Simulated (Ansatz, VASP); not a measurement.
# Two plane-wave programs on BaS

```
CELL_PARAMETERS angstrom
3.62444 0.00000 0.00000
0.00000 3.62444 0.00000
0.00000 0.00000 3.89326
ATOMIC_POSITIONS crystal
Ba 0.00000 0.00000 0.00000
S 0.50000 0.50000 0.50000
```

Change from the starting cell: epitaxial_xy strain -5.5%.

Alike in both runs: task single point; functional HSE06; k mesh 4 × 4 × 4; no spin polarisation.

|  | VASP | Ansatz |
| --- | --- | --- |
| version | VASP 6.6.1 | Ansatz 0.2.0 |
| potentials or method | VASP PAW PBE potentials, release 64 (Ba_sv, S) | plane waves, PAW |
| plane-wave cutoff (eV) | 520 | 420 |
| occupations | gaussian, width 0.01 eV | fixed |
| valence electrons in the cell | 16 | 16 |

|  | VASP | Ansatz | Ansatz less VASP |
| --- | --- | --- | --- |
| gap on the k mesh at the Fermi level (eV) | 1.83 | 1.97 | +0.143 |
| pressure (GPa) | 6.5 | 5.2 | -1.26 |
| traceless stress, the component that is largest in VASP (GPa) | -6.18 | -6.12 | +0.060 |

Ansatz's warnings: stress exchange threshold loose, stress scf threshold loose.

The k mesh is coarse, so the values compare programs but aren't converged. Spin-orbit coupling is off throughout.
